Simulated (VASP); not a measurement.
Input of a VASP 6.6.1 run:

POSCAR

```
Mo
1.0
    2.7355103972      0.0000000000      0.0000000000
   -1.3677551986      2.3690214963      0.0000000000
    0.0000000000      0.0000000000      2.6318361210
Mo
1
Direct
    0.0000000000      0.0000000000      0.5000000000
```

Contents of INCAR.step1:

```
PREC = Accurate
ENCUT = 520
ISMEAR = 0
SIGMA = 0.15
LREAL = False
LASPH = True
NELM = 60
NBANDS = 13
GGA = PE
ALGO = Normal
EDIFF = 1E-4
LWAVE = True
LCHARG = False
```

File INCAR.step2:

```
PREC = Accurate
ENCUT = 520
EDIFF = 1E-6
ISMEAR = 0
SIGMA = 0.15
LREAL = False
LASPH = True
NELM = 60
ALGO = Normal
ISIF = 2
LWAVE = False
LCHARG = True
METAGGA = R2SCAN
LMIXTAU = True
LELF = True
LVHAR = True
NBANDS = 13
ISTART = 1
```

File KPOINTS:

```
regular mesh
0
Gamma
  18 18 18
```

Potentials or basis: VASP PAW PBE potentials, release 64 (Mo_sv).

Command:

```sh
$ cat potpaw_PBE.64/Mo_sv/POTCAR > POTCAR
$ cp INCAR.step1 INCAR
$ mpirun -np 1 vasp_std > vasp.out
$ cp INCAR.step2 INCAR
$ mpirun -np 1 vasp_std > vasp.out
```

Task: What does it give for the band gap on the k mesh?

Result: Zero (bands 7 and 8 overlap by 1.77 eV).

Task: What does it give for the pressure?

Result: -4.3 GPa.

Stress tensor (GPa, compression positive):
```
  0.63   0.00   0.00
  0.00   0.63   0.00
  0.00   0.00 -14.09
```

Caveat: the cell differs from its parent crystal (strain +0.000 along x and y, +0.030 along z); the cell stands under tension; the PAW data sets were made with another functional, which shifts forces and pressure a little.
